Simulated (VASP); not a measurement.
# H4CO in VASP: a series of runs, part 2 of 2

VASP 6.6.1. The steps go on from the part before.

### 4 Single point, LDA

Contents of INCAR:

```
SYSTEM = H4CO
ALGO = Normal ; EDIFF = 1E-6
ENCUT = 520 ; GGA = CA
ISIF = 2 ; ISMEAR = -1
LASPH = .True. ; LCHARG = .False.
LREAL = Auto ; LWAVE = .False.
NBANDS = 66 ; NELM = 100
PREC = Accurate ; SIGMA = 0.05
```

Contents of KPOINTS:

```
k-points
0
Gamma
  1 1 1
  0 0 0
```

Contents of POSCAR:

```
H4CO
1.0
    7.1256230000      0.0000000000      0.0000000000
    0.0000000000      7.1256230000      0.0000000000
    0.0000000000      0.0000000000      7.1256230000
C O H
6 6 24
Direct
    0.7375635787     -0.0708990638      0.1978212993
    0.7203440317      0.5254698431      0.7697993565
    0.2190545304      0.5926359000      0.9868049432
    0.1556635820      0.7906677072      0.3726270671
    0.0525848757      0.2966196780      0.5468855144
    0.4544444745      1.1150463616      0.6965426041
    0.7824298310      0.1035839252      0.2794422326
    0.7822614247      0.7069978302      0.7282170275
    0.3020648159      0.4737691006      1.1268769061
    0.0958091664      0.8330359324      0.5505904536
    0.1311323936      0.2113078393      0.4015789216
    0.4298571507      0.9135060892      0.7033770942
    0.5753742515     -0.0411192116      0.1572213405
    0.9211405094      0.1217858424      0.2928726372
    0.8146375412     -0.1127620701      0.0704640142
    0.7373109692     -0.1862293304      0.3056294165
    0.8337095577      0.4113605224      0.7759321536
    0.6631420158      0.7745428014      0.6863399874
    0.6417403784      0.4986932371      0.9084819671
    0.6115395103      0.4689133848      0.6832244703
    0.1905096579      0.7319921360      1.0305063852
    0.4373793000      0.4581915153      1.1018966342
    0.2917639623      0.5768478069      0.8415264181
    0.0744355967      0.5336094823      0.9446331921
    0.1698377812      0.9196669540      0.2915113528
   -0.0224541770      0.7907098088      0.5970846339
    0.2986265201      0.7269118784      0.3676731143
    0.0492448169      0.6909430937      0.3191720920
    0.1419946017      0.4165951525      0.6015193338
    0.1925165000      0.3083098839      0.3152005095
   -0.1053942932      0.3305675869      0.5164601046
    0.0601350927      0.2136234263      0.6735270727
    0.5373705569      1.1505660628      0.8190441734
    0.2906693211      0.8731026045      0.6652470949
    0.5282485475      1.1725851901      0.5628981494
    0.3179230784      1.1720799711      0.6862417504
```

Potentials or basis: VASP PAW LDA potentials, release 64 (C, O, H).

Run with:

```console
cat potpaw_LDA.64/C/POTCAR potpaw_LDA.64/O/POTCAR potpaw_LDA.64/H/POTCAR > POTCAR
mpirun -np 1 vasp_gam > vasp.out
```

OUTCAR:

```text
SYSTEM = H4CO
   EDIFF = 1E-6
   ENCUT = 520
   GGA = CA
   ISIF = 2
   ISMEAR = -1
   LASPH = .True.
   LREAL = Auto
   NELM = 100
   PREC = Accurate

 ion  position               nearest neighbor table
   1  0.738  0.929  0.198-  15 1.10  16 1.12  13 1.21   7 1.41
   2  0.720  0.525  0.770-  20 1.07  17 1.15  19 1.15   8 1.40
   3  0.219  0.593  0.987-  21 1.06  24 1.15  23 1.16   9 1.44
   4  0.156  0.791  0.373-  25 1.09  28 1.11  27 1.12  10 1.37
   5  0.053  0.297  0.547-  32 1.08  29 1.14  31 1.17  11 1.32
   6  0.454  0.115  0.697-  36 1.06  33 1.08  35 1.16  12 1.45
   7  0.782  0.104  0.279-  14 1.00   1 1.41
   8  0.782  0.707  0.728-  18 1.02   2 1.40
   9  0.302  0.474  0.127-  22 0.99   3 1.44
  10  0.096  0.833  0.551-  26 0.95   4 1.37
  11  0.131  0.211  0.402-  30 1.02   5 1.32
  12  0.430  0.914  0.703-  34 1.07   6 1.45
  13  0.575  0.959  0.157-   1 1.21
  14  0.921  0.122  0.293-   7 1.00
  15  0.815  0.887  0.070-   1 1.10
  16  0.737  0.814  0.306-   1 1.12
  17  0.834  0.411  0.776-   2 1.15
[... 17 lines left out ...]
  35  0.528  0.173  0.563-   6 1.16
  36  0.318  0.172  0.686-   6 1.06

  LATTYP: Found a simple cubic cell.
 ALAT       =     7.1256230000
[... 231 lines left out ...]

 k-point     1 :       0.0000    0.0000    0.0000
  band No.  band energies     occupation
      1     -23.0755      2.00000
      2     -22.7419      2.00000
      3     -22.5120      2.00000
      4     -22.4518      2.00000
      5     -21.5060      2.00000
      6     -21.0597      2.00000
[... 46 lines left out ...]
     53       5.2475      0.00000
     54       5.3696      0.00000
 [bands above 54 left out]

------------------------ aborting loop because EDIFF is reached ----------------------------------------

  FORCE on cell =-STRESS in cart. coord.  units (eV):
  Direction    XX          YY          ZZ          XY          YZ          ZX
  --------------------------------------------------------------------------------------
  -------------------------------------------------------------------------------------
  Total      -10.5749806     -2.7127743      0.5343183     -1.9355115      5.8732918     -1.7956078
  in kB      -46.8297282    -12.0131173      2.3661491     -8.5711247     26.0089991     -7.9515818
  external PRESSURE =     -18.8255655 kB  Pullay stress =       0.0000000 kB

 VOLUME and BASIS-vectors are now :
 -----------------------------------------------------------------------------
  energy-cutoff  :      520.00
  volume of cell :      361.80
      direct lattice vectors                 reciprocal lattice vectors
     7.125623000  0.000000000  0.000000000     0.140338606  0.000000000  0.000000000
     0.000000000  7.125623000  0.000000000     0.000000000  0.140338606  0.000000000
     0.000000000  0.000000000  7.125623000     0.000000000  0.000000000  0.140338606

 POSITION                                       TOTAL-FORCE (eV/Angst)
 -----------------------------------------------------------------------------------
      5.25560      6.62042      1.40960        -3.108251      0.901335      0.271886
      5.13290      3.74430      5.48530         0.506295     -1.721919      1.838128
      1.56090      4.22290      7.03160        -0.745861     -3.001723     -2.171915
      1.10920      5.63400      2.65520        -0.341314     -1.026484     -0.501947
      0.37470      2.11360      3.89690        -1.956486      2.532657      1.842881
      3.23820      0.81978      4.96330         1.035241     -1.556851     -1.705477
[... 28 lines left out ...]
      3.76410      1.22978      4.01100        -0.262187     -0.959530      0.996131
      2.26540      1.22618      4.88990        -1.223698      0.976484      0.530950
 -----------------------------------------------------------------------------------
    total drift:                               -0.005841      0.014294      0.002567

  FREE ENERGIE OF THE ION-ELECTRON SYSTEM (eV)
  ---------------------------------------------------
  free  energy   TOTEN  =      -191.5206911281 eV

  energy  without entropy=     -191.5206911280  energy(sigma->0) =     -191.52069113
```

stdout:

```text
POSCAR found type information on POSCAR C O H
 POSCAR found :  3 types and      36 ions
 scaLAPACK will be used
 LDA part: xc-table for (Slater(with rela. corr.)+CA(PZ))
 , standard interpolation
 POSCAR, INCAR and KPOINTS ok, starting setup
 FFT: planning ... GRIDC
 FFT: planning ... GRID_SOFT
 FFT: planning ... GRID
 WAVECAR not read
 entering main loop
```

Wall time 40 s (1 thread of Intel Xeon Platinum 8259CL at 2.50GHz (Skylake/Cascade Lake), shared host); peak memory 0.28 GiB.

Results:

* Free energy: -191.5207 eV
* Pressure: -1.9 GPa
* Largest force: 3.955 eV/Å
* Band gap on the k mesh: 4.21 eV

Forces in eV/Å, atoms in the order of the input:
```
C   -3.108  0.901  0.272
C    0.506 -1.722  1.838
C   -0.746 -3.002 -2.172
C   -0.341 -1.026 -0.502
C   -1.956  2.533  1.843
C    1.035 -1.557 -1.705
O    0.951  0.031 -0.172
O   -1.122 -0.136 -0.337
O   -0.022  0.175 -0.349
O    2.485  1.673  1.560
O    1.990 -0.507 -3.380
O   -0.662 -0.212 -0.677
H    2.145 -1.022  0.229
H   -0.226 -0.140  0.153
H    0.154  0.146 -0.053
H    0.093  0.152 -0.382
H   -0.512  1.310 -0.207
H    0.430  0.230  0.492
H    0.757  0.990 -0.087
H   -0.570 -0.149 -1.565
H    0.371  1.422  0.401
H   -0.384  0.127  0.038
H   -0.171  0.651  1.510
H    0.906  0.230  0.768
H   -0.331  0.347 -0.490
H   -1.659 -1.012  0.353
H   -0.373 -0.184  0.335
H    0.399  0.021 -0.737
H   -0.802  0.283 -0.675
H   -0.460 -0.840  0.360
H    1.602  0.114  0.510
H   -0.450 -1.154  0.588
H    0.087  0.513  0.551
H    1.469  0.800  0.163
H   -0.262 -0.960  0.996
H   -1.224  0.976  0.531
```

Caveat: the k points lie up to 0.88 Å⁻¹ apart.
